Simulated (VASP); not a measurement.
Runs of VASP 6.6.1 on CeO2. The structure is that of space group Fm-3m (No. 225), or close to it. The cells are those of the table. 

```tsv
cell	gap on the mesh (eV)	pressure (GPa)
a = 3.920 Å, angles 60.0°, 3 atoms	2.17	-4.1
a = 3.817 Å, angles 60.0°, 3 atoms	2.45	(b)
a = 3.895 Å, angles 60.0°, 3 atoms	2.24	-0.7
a = 3.843 Å, angles 60.0°, 3 atoms	2.38	(a)
a = 3.869 Å, angles 60.0°, 3 atoms	(c)	3.0
```

Alike in all rows: task single point; level PBE+U; potentials or basis VASP PAW PBE potentials, release 64 (Ce, O); no spin polarisation; Ce f U = 5.0 eV; k mesh 12 × 12 × 12; cutoff (eV) 520; smearing gaussian 0.05 eV.

Problem. Fill in the values left out.

Solution. (a) 7.1; (b) 11.8; (c) 2.30.

Caveats: spin-orbit coupling is left out, which moves the levels of the heavy elements.

A k mesh can miss the band edges, and the runs leave out spin-orbit coupling on Ce.
